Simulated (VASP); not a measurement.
# TiN (Fm-3m) in VASP: single point with LDA

Aim: the single point of TiN with LDA.

All numbers are computed with VASP 6.6.1; they aren't measurements. Logs are shortened: lines on timing, memory, paths and dates and some standing lists are left out, and cuts for length are marked.

**1. The cell of the first run**

Symmetry: Fm-3m, No. 225, cubic system. The conventional cell has a = 4.172 Å, b = 4.172 Å, c = 4.172 Å, α = 90.00°, β = 90.00°, γ = 90.00°. Within 2.8 Å of Ti (site symmetry m-3m) lie 6 N at 2.09 Å. N (site symmetry m-3m) has 6 Ti at 2.09 Å within 2.8 Å.

**2. Single point, LDA**

File INCAR:

```
ALGO = Normal
EDIFF = 1E-6
ENCUT = 1330
GGA = CA
GGA_COMPAT = F
ISIF = 2
ISMEAR = 0
LASPH = T
LCHARG = F
LREAL = F
LWAVE = F
NBANDS = 16
NELM = 120
PREC = Accurate
SIGMA = 0.1
```

File KPOINTS:

```
k-points
0
Gamma
  14 14 14
```

File POSCAR:

```
TiN
1.0
    0.0000000000      2.0859620326      2.0859620326
    2.0859620326      0.0000000000      2.0859620326
    2.0859620326      2.0859620326      0.0000000000
Ti N
1 1
Direct
    0.0000000000      0.0000000000      0.0000000000
    0.5000000000      0.5000000000      0.5000000000
```

Potentials or basis: VASP PAW LDA potentials, release 64 (Ti_sv, N_h).

Command:

```bash
> cat potpaw_LDA.64/Ti_sv/POTCAR potpaw_LDA.64/N_h/POTCAR > POTCAR
> mpirun -np 1 vasp_std > vasp.out
```

OUTCAR:

```text
EDIFF = 1E-6
   ENCUT = 1330
   GGA = CA
   ISIF = 2
   ISMEAR = 0
   LASPH = T
   LREAL = F
   NELM = 120
   PREC = Accurate

 ion  position               nearest neighbor table
   1  0.000  0.000  0.000-   2 2.09   2 2.09   2 2.09   2 2.09   2 2.09   2 2.09
   2  0.500  0.500  0.500-   1 2.09   1 2.09   1 2.09   1 2.09   1 2.09   1 2.09

  LATTYP: Found a face centered cubic cell.
 ALAT       =     4.1719240652

  Lattice vectors:

 A1 = (   0.0000000000,   2.0859620326,   2.0859620326)
 A2 = (   2.0859620326,   0.0000000000,   2.0859620326)
 A3 = (   2.0859620326,   2.0859620326,   0.0000000000)

Analysis of symmetry for initial positions (statically):
=====================================================================
 Subroutine PRICEL returns:
 Original cell was already a primitive cell.

 Routine SETGRP: Setting up the symmetry group for a
 face centered cubic supercell.

 Subroutine GETGRP returns: Found 48 space group operations
 (whereof 48 operations were pure point group operations)
 out of a pool of 48 trial point group operations.

The static configuration has the point symmetry O_h .

Analysis of symmetry for dynamics (positions and initial velocities):
=====================================================================
 Subroutine PRICEL returns:
 Original cell was already a primitive cell.

 Routine SETGRP: Setting up the symmetry group for a
 face centered cubic supercell.

 Subroutine GETGRP returns: Found 48 space group operations
 (whereof 48 operations were pure point group operations)
 out of a pool of 48 trial point group operations.

The dynamic configuration has the point symmetry O_h .

 Subroutine INISYM returns: Found 48 space group operations
 (whereof 48 operations are pure point group operations),
 and found     1 'primitive' translations

----------------------------------------------------------------------------------------

                                     Primitive cell

  volume of cell :      18.1530

  direct lattice vectors                    reciprocal lattice vectors
     0.000000000  2.085962033  2.085962033    -0.239697555  0.239697555  0.239697555
     2.085962033  0.000000000  2.085962033     0.239697555 -0.239697555  0.239697555
     2.085962033  2.085962033  0.000000000     0.239697555  0.239697555 -0.239697555

  length of vectors
     2.949995797  2.949995797  2.949995797     0.415168345  0.415168345  0.415168345

  position of ions in fractional coordinates (direct lattice)
     0.000000000  0.000000000  0.000000000
     0.500000000  0.500000000  0.500000000

  ion indices of the primitive-cell ions
   primitive index   ion index
                 1           1
                 2           2

----------------------------------------------------------------------------------------

 KPOINTS: k-points

Automatic generation of k-mesh.
 Grid dimensions read from file:
 generate k-points for:   14   14   14

 Generating k-lattice:

  Cartesian coordinates                     Fractional coordinates (reciprocal lattice)
    -0.017121254  0.017121254  0.017121254     0.071428571  0.000000000  0.000000000
     0.017121254 -0.017121254  0.017121254     0.000000000  0.071428571  0.000000000
     0.017121254  0.017121254 -0.017121254     0.000000000  0.000000000  0.071428571

  Length of vectors
     0.029654882  0.029654882  0.029654882

  Shift w.r.t. Gamma in fractional coordinates (k-lattice)
     0.000000000  0.000000000  0.000000000

 Subroutine IBZKPT returns following result:
 ===========================================

 Found    104 irreducible k-points:

 Following reciprocal coordinates:
            Coordinates               Weight
  0.000000  0.000000  0.000000      1.000000
  0.071429  0.000000  0.000000      8.000000
  0.142857  0.000000  0.000000      8.000000
  0.214286  0.000000  0.000000      8.000000
  0.285714  0.000000  0.000000      8.000000
  0.357143  0.000000  0.000000      8.000000
[... 16 lines left out ...]
  0.214286  0.142857  0.000000     24.000000
  0.285714  0.142857  0.000000     24.000000
 [... further k-points ...]
   k-points           NKPTS =    104   k-points in BZ     NKDIM =    104   number of bands    NBANDS=     16
   number of dos      NEDOS =    301   number of ions     NIONS =      2
   total plane-waves  NPLWV =  46656
   dimension x,y,z NGX =    36 NGY =   36 NGZ =   36
   dimension x,y,z NGXF=    72 NGYF=   72 NGZF=   72
   ions per type =               1   1
   NGX,Y,Z   is equivalent  to a cutoff of  20.29, 20.29, 20.29 a.u.
   NGXF,Y,Z  is equivalent  to a cutoff of  40.58, 40.58, 40.58 a.u.
 SYSTEM =  unknown system
   PREC   = accura    normal or accurate (medium, high low for compatibility)
   ISTART =      0    job   : 0-new  1-cont  2-samecut
   ICHARG =      2    charge: 1-file 2-atom 10-const
   ISPIN  =      1    spin polarized calculation?
   LNONCOLLINEAR =      F non collinear calculations
   LSORBIT =      F    spin-orbit coupling
   LASPH  =      T    aspherical Exc in radial PAW
   ENCUT  = 1330.0 eV  97.75 Ry    9.89 a.u.   8.77  8.77  8.77*2*pi/ulx,y,z
   NELM   =    120;   NELMIN=  2; NELMDL= -5     # of ELM steps
   EDIFF  = 0.1E-05   stopping-criterion for ELM
   LREAL  =      F    real-space projection
   EDIFFG = 0.1E-04   stopping-criterion for IOM
   NSW    =      0    number of steps for IOM
   IBRION =     -1    ionic relax: 0-MD 1-quasi-New 2-CG
   NFREE  =      0    steps in history (QN), initial steepest desc. (CG)
   ISIF   =      2    stress and relaxation
   ISYM   =      2    0-nonsym 1-usesym 2-fastsym
   POTIM  = 0.5000    time-step for ionic-motion
   TEBEG  =    0.0;   TEEND  =   0.0 temperature during run
   PSTRESS=    0.0 pullay stress
   NELECT =      17.0000    total number of electrons
   NUPDOWN=      -1.0000    fix difference up-down
   EMIN   =  10.00;   EMAX   =-10.00  energy-range for DOS
   EFERMI =   0.00;   METHOD = LEGACY
   ISMEAR =     0;   SIGMA  =   0.10  broadening in eV -4-tet -1-fermi 0-gaus
   EFERMI_NEDOS =   21; number of points for ismear=-14 and -15
   IALGO  =     38    algorithm
   IMIX   =      4    mixing-type and parameters
     AMIX     =   0.40;   BMIX     =  1.00
     AMIX_MAG =   1.60;   BMIX_MAG =  1.00
  volume/ion in A,a.u.               =       9.08        61.25
  Fermi-wavevector in a.u.,A,eV,Ry     =   1.601676  3.026729 34.903935  2.565367
  Thomas-Fermi vector in A             =   2.698617
   LORBIT       =      0    0 simple, 1 ext, 2 COOP (PROOUT), +10 PAW based schemes
   GGA     = CA    functional components
   LHFCALC =     F    Hartree Fock is set to
   AEXX    =    0.0000 exact exchange contribution
   IVDW    =     0    specifies the selected vdW correction
   LEPSILON=     F    determine dielectric tensor
   LRPA    =     F    only Hartree local field effects (RPA)
 non-spin polarized calculation
 Gauss-broadening in eV      SIGMA  =   0.10
  energy-cutoff  :     1330.00
  volume of cell :       18.15
 maximum number of plane-waves:      2017
   NGX = 17   NGY = 17   NGZ = 17

 number of electron      17.0000000 magnetization

 Free energy of the ion-electron system (eV)
  ---------------------------------------------------
  ext. energy  EPLUGINS =         0.00000000
  ---------------------------------------------------
  free energy    TOTEN  =       -21.67552162 eV

  energy without entropy =      -21.67078424  energy(sigma->0) =      -21.67315293

 E-fermi :  12.2536     XC(G=0): -13.6646

 val. band max:       12.2426915843   @ k =  -0.0714   0.0714   0.0000
 cond. band min:      12.2750254098   @ k =   0.5000   0.2857   0.1429
 fundamental gap:      0.0323338256
 Fermi energy:        12.2535869223

 k-point     1 :       0.0000    0.0000    0.0000
  band No.  band energies     occupation
      1     -44.8222      2.00000
      2     -21.1374      2.00000
      3     -21.1374      2.00000
      4     -21.1374      2.00000
      5      -4.8765      2.00000
      6      10.1953      2.00000
[... 8 lines left out ...]
     15      25.5856      0.00000
     16      32.7326      0.00000

 k-point     2 :       0.0714    0.0000    0.0000
  band No.  band energies     occupation
      1     -44.8159      2.00000
      2     -21.1795      2.00000
      3     -21.1407      2.00000
      4     -21.1407      2.00000
      5      -4.7660      2.00000
      6       9.5990      2.00000
[... 8 lines left out ...]
     15      25.6954      0.00000
     16      32.5694      0.00000

 k-point     3 :       0.1429    0.0000    0.0000
  band No.  band energies     occupation
      1     -44.7983      2.00000
      2     -21.2960      2.00000
      3     -21.1501      2.00000
      4     -21.1501      2.00000
      5      -4.4490      2.00000
      6       8.4542      2.00000
[... 8 lines left out ...]
     15      25.8342      0.00000
     16      32.0419      0.00000

 k-point     4 :       0.2143    0.0000    0.0000
  band No.  band energies     occupation
      1     -44.7726      2.00000
      2     -21.4606      2.00000
      3     -21.1635      2.00000
      4     -21.1635      2.00000
      5      -3.9661      2.00000
      6       7.1864      2.00000
[... 8 lines left out ...]
     15      25.7126      0.00000
     16      31.0162      0.00000
[... 324 lines left out ...]
 k-point    22 :       0.1429    0.1429    0.0000
  band No.  band energies     occupation
      1     -44.7903      2.00000
      2     -21.2839      2.00000
      3     -21.1852      2.00000
      4     -21.1852      2.00000
      5      -4.3494      2.00000
      6       7.5603      2.00000
[... 8 lines left out ...]
     15      26.1309      0.00000
     16      31.3678      0.00000

 k-point    23 :       0.2143    0.1429    0.0000
  band No.  band energies     occupation
      1     -44.7712      2.00000
      2     -21.3883      2.00000
      3     -21.2077      2.00000
      4     -21.1991      2.00000
      5      -4.0442      2.00000
      6       6.8280      2.00000
[... 8 lines left out ...]
     15      26.2126      0.00000
     16      30.7576      0.00000

 k-point    24 :       0.2857    0.1429    0.0000
  band No.  band energies     occupation
      1     -44.7463      2.00000
      2     -21.5332      2.00000
      3     -21.2276      2.00000
      4     -21.2142      2.00000
      5      -3.6217      2.00000
      6       6.1313      2.00000
[... 8 lines left out ...]
     15      25.9461      0.00000
     16      29.6686      0.00000

 [... further k-points ...]

------------------------ aborting loop because EDIFF is reached ----------------------------------------

  FORCE on cell =-STRESS in cart. coord.  units (eV):
  Direction    XX          YY          ZZ          XY          YZ          ZX
  --------------------------------------------------------------------------------------
  -------------------------------------------------------------------------------------
  Total        0.1060658      0.1060658      0.1060658      0.0000000     -0.0000000     -0.0000000
  in kB        9.3613117      9.3613117      9.3613117      0.0000000     -0.0000000     -0.0000000
  external PRESSURE =       9.3613117 kB  Pullay stress =       0.0000000 kB

 VOLUME and BASIS-vectors are now :
 -----------------------------------------------------------------------------
  energy-cutoff  :     1330.00
  volume of cell :       18.15
      direct lattice vectors                 reciprocal lattice vectors
     0.000000000  2.085962033  2.085962033    -0.239697555  0.239697555  0.239697555
     2.085962033  0.000000000  2.085962033     0.239697555 -0.239697555  0.239697555
     2.085962033  2.085962033  0.000000000     0.239697555  0.239697555 -0.239697555

 POSITION                                       TOTAL-FORCE (eV/Angst)
 -----------------------------------------------------------------------------------
      0.00000      0.00000      0.00000        -0.000000      0.000000     -0.000000
      2.08596      2.08596      2.08596         0.000000     -0.000000      0.000000
 -----------------------------------------------------------------------------------
    total drift:                                0.000000      0.000000      0.000000

  FREE ENERGIE OF THE ION-ELECTRON SYSTEM (eV)
  ---------------------------------------------------
  free  energy   TOTEN  =       -21.6755216162 eV

  energy  without entropy=      -21.6707842436  energy(sigma->0) =      -21.67315293
```

Wall time 92 s (1 thread of Intel Xeon Platinum 8259CL at 2.50GHz (Skylake/Cascade Lake), shared host); peak memory 0.26 GiB.

What came out:

```yaml
Free_energy: -21.6755 eV
Pressure: 0.9 GPa
Band_gap_on_the_k_mesh: zero (an odd number of electrons rules out a gap without spin polarisation)
```

Levels at points of the mesh, in eV from the Fermi level:
```csv
k point,band 5,band 6,band 7,band 8,band 9,band 10,band 11,band 12,band 13,band 14
"(0.00, 0.00, 0.00)",-17.13,-2.06,-2.06,-2.06,-0.69,-0.69,-0.69,0.60,0.60,6.15
"(0.50, 0.00, 0.00)",-14.38,-8.37,-5.74,-5.74,1.82,1.82,2.56,6.15,6.15,6.37
"(0.50, 0.50, 0.00)",-15.69,-5.87,-3.32,-3.25,-3.25,1.76,2.59,2.59,4.06,11.28
```

Caveat: an odd number of electrons without spin polarisation forces a metal; a magnetic or distorted state may lie lower.

The gap in the log of VASP goes by the Fermi energy; the results here count the filled bands.